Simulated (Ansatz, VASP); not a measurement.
# One calculation of MoSe, two programs

```
Mo Se
1.0
     3.28439    0.00000    0.00000
    -1.64219    2.84436    0.00000
     0.00000    0.00000    7.15097
Mo Se
2 2
Direct
  0.00000 0.00000 0.00000
  0.00000 0.00000 0.50000
  0.33333 0.66667 0.25000
  0.66667 0.33333 0.75000
```

Alike in both runs: functional PBE; k mesh 12 × 12 × 6; occupations gaussian, width 0.1 eV; no spin polarisation.

Ansatz relaxed the structure, and its values are those at the end. VASP's run is a single point on that final structure, the one shown.

|  | VASP | Ansatz |
| --- | --- | --- |
| version | VASP 6.6.1 | Ansatz 0.2.0 |
| potentials or method | VASP PAW PBE potentials, release 64 (Mo_sv, Se), cutoff 520 eV | scalar-relativistic, plane waves, PAW |
| valence electrons in the cell | 40 | 60 |

```csv
,VASP,Ansatz,Ansatz less VASP
gap on the k mesh at the Fermi level (eV),none,none,-
pressure (GPa),0.3,0.0,-0.32
```

A gap of «none» marks a metal or a gap that the smearing closes. The functional is the same, so the differences come from potentials, cutoffs and numerics. VASP's potentials hold 40 valence electrons a cell and Ansatz's 60, so a difference there can come from the potentials and not from the codes.
